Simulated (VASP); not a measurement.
A run of VASP 6.6.1 is set up as follows.

INCAR

```
ALGO     = Normal         # electronic algorithm
EDIFF    = 1E-7           # SCF threshold, eV
ENCUT    = 520            # plane-wave cutoff, eV
GGA      = PE             # functional
ISIF     = 2              # what is computed and relaxed
ISMEAR   = 0              # smearing method
LASPH    = T              # aspherical terms in the spheres
LCHARG   = T              # write CHGCAR
LELF     = T              # ELF
LREAL    = F              # projectors in reciprocal space
LVHAR    = T            
LWAVE    = F              # write WAVECAR
NBANDS   = 11             # bands
NELM     = 80             # most SCF steps
PREC     = Accurate       # precision mode
SIGMA    = 0.05           # smearing width, eV
```

The input KPOINTS:

```
k-points
0
Gamma
  12 12 12
```

POSCAR

```
BN
1.0
    0.0000000000      1.8716166082      1.7402292963
    1.7402292963      0.0000000000      1.7402292963
    1.7402292963      1.8716166082      0.0000000000
B N
1 1
Direct
    0.0000000000      0.0000000000      0.0000000000
    0.7500000000      0.7500000000      0.7500000000
```

Potentials or basis: VASP PAW PBE potentials, release 64 (B, N).

The run is started by

```bash
$ cat potpaw_PBE.64/B/POTCAR potpaw_PBE.64/N/POTCAR > POTCAR
$ mpirun -np 1 vasp_std > vasp.out
```

Problem. Predict the band gap on the k mesh.

Solution. 3.82 eV, indirect (least direct gap 8.61 eV).

Problem. What does it give for the pressure?

Solution. 20.3 GPa.

Stress tensor (GPa, compression positive):
```
 37.40   0.00   0.00
  0.00 -14.01   0.00
  0.00   0.00  37.40
```

 A k mesh can miss the band edges.
